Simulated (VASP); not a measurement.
Wanted: the native input for a VASP 6.6.1 run.

| Quantity | Value |
| --- | --- |
| Task | single point |
| Functional | r2SCAN |
| Potentials or basis | VASP PAW PBE potentials, release 64 (Al, Ti_sv) |
| Cutoff | 440 eV |
| k mesh | 2 × 2 × 2 |
| Occupations | gaussian, width 0.1 eV |
| Spin | no spin polarisation |
| Dipole correction | no |
| Further INCAR settings | LREAL = Auto; ALGO = Normal; EDIFF = 1e-06; NBANDS = 76 |

System: TiAl32 (a cell with a defect).

```
CELL_PARAMETERS angstrom
8.10000 0.00000 0.00000
0.00000 8.10000 0.00000
0.00000 0.00000 8.10000
ATOMIC_POSITIONS crystal
Al 0.52196 0.99991 0.00059
Al 0.75013 0.25774 0.99975
Al 0.74972 0.99992 0.22805
Al 0.97808 0.99990 0.00062
Al 0.24993 0.27196 0.00059
Al 0.50773 0.50015 0.99976
Al 0.75011 0.74237 0.99980
Al 0.25025 0.00031 0.18381
Al 0.49083 0.24077 0.25940
Al 0.75013 0.50016 0.24223
Al 0.56721 0.00029 0.49954
Al 0.74972 0.27195 0.50014
Al 0.74969 0.99989 0.77191
Al 0.99236 0.50013 0.99979
Al 0.24992 0.72808 0.00062
Al 0.00933 0.24021 0.25996
Al 0.24994 0.49965 0.22804
Al 0.49014 0.75940 0.26010
Al 0.93087 0.00026 0.49959
Al 0.25024 0.31695 0.49953
Al 0.52195 0.49964 0.50014
Al 0.74970 0.72808 0.50017
Al 0.25021 0.00025 0.82013
Al 0.48973 0.23967 0.74036
Al 0.75010 0.50012 0.75760
Al 0.00998 0.75992 0.26062
Al 0.97808 0.49962 0.50017
Al 0.25021 0.68062 0.49959
Al 0.01035 0.23917 0.73988
Al 0.24991 0.49961 0.77191
Al 0.48910 0.76041 0.73976
Al 0.01093 0.76087 0.73931
Ti 0.24874 0.99843 0.50254
```

One way to write it, as run:

POSCAR

```
TiAl32
1.0
    8.1000000000      0.0000000000      0.0000000000
    0.0000000000      8.1000000000      0.0000000000
    0.0000000000      0.0000000000      8.1000000000
Al Ti
32 1
Direct
    0.5219638268     -0.0000880771      0.0005933893
    0.7501273831      0.2577384348     -0.0002466920
    0.7497240943     -0.0000761099      0.2280470072
   -0.0219232812     -0.0001032103      0.0006153860
    0.2499341847      0.2719617260      0.0005890002
    0.5077255770      0.5001541855     -0.0002433144
    0.7501070671      0.7423722680     -0.0002035077
    0.2502525360      0.0003071497      0.1838061546
    0.4908337117      0.2407730107      0.2593954038
    0.7501324698      0.5001627576      0.2422253823
    0.5672052428      0.0002903248      0.4995354628
    0.7497164225      0.2719488145      0.5001384641
    0.7496946707     -0.0001098607      0.7719065908
   -0.0076375590      0.5001337287     -0.0002092111
    0.2499187564      0.7280763112      0.0006183812
    0.0093269563      0.2402130085      0.2599568719
    0.2499413740      0.4996480268      0.2280434389
    0.4901366132      0.7594034458      0.2600951558
   -0.0691313693      0.0002597914      0.4995872029
    0.2502423343      0.3169523807      0.4995287476
    0.5219546263      0.4996355231      0.5001432629
    0.7497000292      0.7280849359      0.5001714833
    0.2502067225      0.0002488293      0.8201328333
    0.4897298472      0.2396676929      0.7403644971
    0.7500987125      0.5001194750      0.7575981586
    0.0099781970      0.7599181564      0.2606211818
   -0.0219168491      0.4996207846      0.5001685766
    0.2502131436      0.6806181203      0.4995922627
    0.0103542714      0.2391655086      0.7398768063
    0.2499147743      0.4996121180      0.7719089337
    0.4891048588      0.7604128227      0.7397580495
    0.0109325035      0.7608687909      0.7393067826
    0.2487441715     -0.0015725244      0.5025426974
```

INCAR.step1

```
ALGO     = Normal         # electronic algorithm
EDIFF    = 1E-5           # SCF threshold, eV
ENCUT    = 440            # plane-wave cutoff, eV
GGA      = PE             # functional
GGA_COMPAT= False        
ISMEAR   = 0              # smearing method
LASPH    = True           # aspherical terms in the spheres
LCHARG   = False          # write CHGCAR
LREAL    = Auto         
LWAVE    = True           # write WAVECAR
NBANDS   = 76             # bands
NELM     = 120            # most SCF steps
PREC     = Accurate       # precision mode
SIGMA    = 0.1            # smearing width, eV
```

INCAR.step2

```
ALGO     = Normal         # electronic algorithm
EDIFF    = 1E-6           # SCF threshold, eV
ENCUT    = 440            # plane-wave cutoff, eV
GGA_COMPAT= False        
ISIF     = 2              # what is computed and relaxed
ISMEAR   = 0              # smearing method
ISTART   = 1            
LASPH    = True           # aspherical terms in the spheres
LCHARG   = False          # write CHGCAR
LMIXTAU  = True         
LREAL    = Auto         
LWAVE    = False          # write WAVECAR
METAGGA  = R2SCAN         # meta-GGA
NBANDS   = 76             # bands
NELM     = 120            # most SCF steps
PREC     = Accurate       # precision mode
SIGMA    = 0.1            # smearing width, eV
```

KPOINTS

```
k-points
0
Gamma
  2 2 2
```

Potentials or basis: VASP PAW PBE potentials, release 64 (Al, Ti_sv).

The run is started by

```bash
$ cat potpaw_PBE.64/Al/POTCAR potpaw_PBE.64/Ti_sv/POTCAR > POTCAR
$ cp INCAR.step1 INCAR
$ mpirun -np 1 vasp_std > vasp.out
$ cp INCAR.step2 INCAR
$ mpirun -np 1 vasp_std > vasp.out
```

Results of the run:

- Pressure: 2.4 GPa
- Largest force: 0.013 eV/Å
- Band gap on the k mesh: zero (bands 54 and 55 overlap by 1.05 eV)

Caveat: the k points lie up to 0.39 Å⁻¹ apart, too coarse for converged energies and pressures of a metal; the PAW data sets were made with another functional, which shifts forces and pressure a little.

It took 12 min on 1 thread of Intel(R) Xeon(R) 6975P-C (Granite Rapids) (shared host), peak memory 0.53 GiB.
